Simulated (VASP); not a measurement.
A run of VASP 6.6.1 is set up as follows.

File INCAR:

```
PREC = Accurate
ENCUT = 520
EDIFF = 1E-6
ISMEAR = 0
SIGMA = 0.1
LREAL = False
LASPH = True
NELM = 100
ALGO = Normal
ISIF = 2
LWAVE = False
LCHARG = True
GGA = PE
LELF = True
LVHAR = True
NBANDS = 66
```

KPOINTS

```
Automatic mesh
0
Gamma
  4 4 4
```

Contents of POSCAR:

```
InGa2N3
1.0
   -0.0000424679     -0.0005633393     -5.3984605963
   -0.0007929297      5.7769297821      0.0005994894
    5.0095374453     -2.8891527890     -0.0002605548
In Ga N
2 4 6
Direct
    0.5101135227      0.6746479939     -0.0000121362
    0.0101102186      0.3253312675      0.0000171054
    0.5073863981      0.3337992826      0.3408229087
    0.5073939619      0.9929866820      0.6591609249
    0.0073974297      0.6661815192      0.6591709583
    0.0073878708      0.0070087436      0.3408370890
    0.1410104679      0.3337083179      0.3600315387
    0.1410089784      0.9736542447      0.6399077838
    0.6410139438      0.6663106838      0.6399714587
    0.6410074365      0.0263595154      0.3600881890
    0.1050821464      0.6921936320     -0.0000284257
    0.6050856653      0.3078181176      0.0000326053
```

Potentials or basis: VASP PAW PBE potentials, release 64 (In_d, Ga_d, N).

Launch:

```sh
$ cat potpaw_PBE.64/In_d/POTCAR potpaw_PBE.64/Ga_d/POTCAR potpaw_PBE.64/N/POTCAR > POTCAR
$ mpirun -np 1 vasp_std > vasp.out
```

Task: Estimate the band gap on the k mesh.

Result: 0.88 eV.

Task: What does it give for the pressure?

Result: 0.2 GPa.

Task: Predict the largest force.

Result: 0.015 eV/Å.

Forces on the atoms (eV/Å):
```
In  -0.001 -0.001 -0.001
In   0.000  0.001 -0.001
Ga  -0.001  0.002 -0.001
Ga   0.002  0.001  0.000
Ga   0.002 -0.002  0.000
Ga  -0.001 -0.002 -0.001
N    0.009 -0.003 -0.004
N   -0.008 -0.003 -0.004
N   -0.009  0.003 -0.004
N    0.009  0.004 -0.004
N    0.000  0.010  0.010
N    0.000 -0.011  0.010
```

Caveat: spin-orbit coupling is left out, which moves the levels of the heavy elements.
